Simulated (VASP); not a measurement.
Crystal: Be.

```
Be
1.0
    -1.55042    1.55042    3.83678
     1.55042   -1.55042    3.83678
     1.55042    1.55042   -3.83678
Be
3
Direct
  0.37990 0.37990 0.00000
  0.75000 0.25000 0.50000
  0.62010 0.62010 0.00000
```

The cell was generated, and may not be a known phase.

| Quantity | Value |
| --- | --- |
| Program | VASP 6.6.1 |
| Task | relaxation of cell and atoms |
| Functional | PBE |
| Potentials or basis | VASP PAW PBE potentials, release 64 (Be) |
| Cutoff | 600 eV |
| k mesh | 8 × 8 × 8 |
| Occupations | gaussian, width 0.1 eV |
| Spin | no spin polarisation |

At the start: pressure 17.7 GPa; volume 12.30 Å³/atom.

**Question.** How do energy, volume and symmetry change on relaxing?

**Answer.** Over 39 steps the energy falls by 1166.8 meV/atom and the volume is 9.65 Å³/atom (-21.5 %); space group I-4m2 (No. 119, to 0.1 Å) before and after.

The path:
```
step  energy change (eV)  largest force (eV/Å)  pressure (GPa)  volume (Å³)
   1              0.0000                0.5316           17.67        36.89
   2             -0.5469                0.4861            4.25        44.57
   3             -0.5854                0.6082            1.83        47.01
   4             -0.5900                0.6450            0.85        48.19
   5             -0.6233                0.2996           -0.10        49.23
   6             -0.6291                0.0719           -0.58        49.89
   7             -0.6408                0.0653           -0.60        49.57
   8             -0.7005                0.1178           -0.83        48.58
   9             -1.0014                0.1977           -1.90        46.46
  10             -1.8523                0.9393           -4.70        41.76
  11             -2.2220                5.8554            3.22        31.15
  12             -2.3993                3.1417           -5.15        37.18
  13             -2.4912                4.1583           -3.66        34.93
  14             -2.4832                3.8948           -4.21        35.52
  15             -2.4835                3.8996           -4.22        35.51
  16             -2.4845                3.9108           -4.21        35.49
  17             -2.4863                3.9346           -4.20        35.45
  18             -2.4891                3.9824           -4.19        35.37
  19             -2.4921                4.0792           -4.13        35.20
  20             -2.4952                4.0672           -4.15        35.19
  21             -2.5045                4.0346           -4.20        35.18
  22             -2.5228                3.9684           -4.31        35.17
  23             -2.5586                3.8382           -4.53        35.13
  24             -2.6268                3.5878           -4.97        35.07
  25             -2.7506                3.1227           -5.79        34.93
  26             -2.9516                2.3253           -7.19        34.65
  27             -3.2045                1.2124           -9.20        34.06
  28             -3.3340                0.1263           -9.19        32.79
  29             -3.3737                0.0787           -8.00        32.13
  30             -3.4548                0.1192           -3.92        30.21
  31             -3.4093                0.6961            8.50        26.59
  32             -3.4755                0.2741           -0.72        29.01
  33             -3.4761                0.3048           -0.05        28.80
  34             -3.4872                0.2671            0.20        28.76
  35             -3.4970                0.0732            1.21        28.65
  36             -3.4983                0.1407            0.89        28.68
  37             -3.4983                0.1335            0.93        28.68
  38             -3.5000                0.0663            0.42        28.82
  39             -3.5005                0.0034           -0.09        28.96
```

Final structure:
```
Be
1.0
    -1.11630    1.11630    5.81078
     1.11630   -1.11630    5.81078
     1.11630    1.11630   -5.81078
Be
3
Direct
  0.40968 0.40968 0.00000
  0.75000 0.25000 0.50000
  0.59032 0.59032 0.00000
```

Caveat: the volume moved by over 15 % at a fixed basis, so the end points are rough.
